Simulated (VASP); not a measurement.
# PbS (Galena): single point with BLYP+D4

PbS (Galena):

```
CELL_PARAMETERS angstrom
0.00000 2.98539 2.98539
2.98539 0.00000 2.98539
2.98539 2.98539 0.00000
ATOMIC_POSITIONS crystal
Pb 0.00000 0.00000 0.00000
S 0.50000 0.50000 0.50000
```

```json
{"Program": "VASP 6.6.1", "Task": "single point", "Functional": "BLYP", "Dispersion": "D4", "Potentials or basis": "VASP PAW PBE potentials, release 64 (Pb_d, S)", "Cutoff": "520 eV", "k mesh": "8 × 8 × 8", "Occupations": "fermi-dirac, width 0.05 eV", "Spin": "no spin polarisation"}
```

The pressure is 0.8 GPa and the band gap on the k mesh is 0.54 eV, direct. The dispersion energy per atom is -0.695 eV.

Levels at points of the mesh, in eV from the valence-band top:
```tsv
k point	band 6	band 7	band 8	band 9	band 10	band 11	band 12	band 13	band 14	band 15
(0.00, 0.00, 0.00)	-13.36	-6.12	-2.03	-2.03	-2.03	5.08	5.08	5.08	7.01	7.01
(0.50, 0.00, 0.00)	-12.17	-8.75	-1.63	-1.63	0.00	0.54	2.03	2.03	9.00	10.30
(0.50, 0.50, 0.00)	-11.78	-7.24	-4.91	-3.24	-3.24	4.28	5.54	5.56	5.56	11.28
```

Wall time 34 s on 1 thread of Intel(R) Xeon(R) Platinum 8488C (Sapphire Rapids), on a shared host, peak memory 0.18 GiB.

Caveat: the PAW data sets were made with another functional, which shifts forces and pressure a little; spin-orbit coupling is left out, which moves the levels of the heavy elements. A k mesh can miss the band edges.
